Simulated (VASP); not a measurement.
# PrMo2: single point with PBE

Crystal: PrMo2.

```
CELL_PARAMETERS angstrom
-1.64888 1.64888 5.75766
1.64888 -1.64888 5.75766
1.64888 1.64888 -5.75766
ATOMIC_POSITIONS crystal
Pr 0.00000 0.00000 0.00000
Mo 0.30450 0.30450 0.00000
Mo 0.69550 0.69550 0.00000
```

The cell was generated, and may not be a known phase.

```json
{
 "Program": "VASP 6.6.1",
 "Task": "single point",
 "Functional": "PBE",
 "Potentials or basis": "VASP PAW PBE potentials, release 64 (Pr_3, Mo_sv), 4f in core",
 "Cutoff": "500 eV",
 "k mesh": "20 × 20 × 20",
 "Occupations": "gaussian, width 0.1 eV",
 "Spin": "no spin polarisation"
}
```

The pressure is 0.2 GPa, the largest force is 0.033 eV/Å and the band gap on the k mesh is zero (an odd number of electrons rules out a gap without spin polarisation).

Forces in eV/Å, atoms in the order of the input:
```
Pr   0.000  0.000  0.000
Mo   0.000  0.000  0.033
Mo   0.000  0.000 -0.033
```

Stress tensor (GPa, compression positive):
```
0.20 0.00 0.00
0.00 0.20 0.00
0.00 0.00 0.33
```

Levels at points of the mesh, in eV from the Fermi level:
| k point | band 16 | band 17 | band 18 | band 19 | band 20 | band 21 | band 22 | band 23 | band 24 | band 25 |
| --- | --- | --- | --- | --- | --- | --- | --- | --- | --- | --- |
| (0.00, 0.00, 0.00) | -2.36 | -1.21 | -0.90 | -0.26 | -0.26 | 1.10 | 1.10 | 1.98 | 2.04 | 2.04 |
| (0.50, 0.00, 0.00) | -1.93 | -1.71 | -0.92 | -0.42 | 0.56 | 0.93 | 1.74 | 2.31 | 2.82 | 2.99 |
| (0.50, 0.50, 0.00) | -2.16 | -2.05 | -1.43 | -0.36 | 0.08 | 1.20 | 2.11 | 2.37 | 2.37 | 2.98 |
| (0.50, 0.50, 0.50) | -3.00 | -0.88 | -0.16 | -0.10 | -0.10 | 0.36 | 0.36 | 0.79 | 1.15 | 3.23 |

Run time: 17 min on 1 thread of Intel(R) Xeon(R) 6975P-C (Granite Rapids) (shared host), peak memory 1 GiB.

Caveat: spin-orbit coupling is left out, which moves the levels of the heavy elements; the 4f electrons are frozen in the core, so they carry no moment and show no levels. Spin polarisation is off, so any magnetic state and its effect on volume and gap are missing.
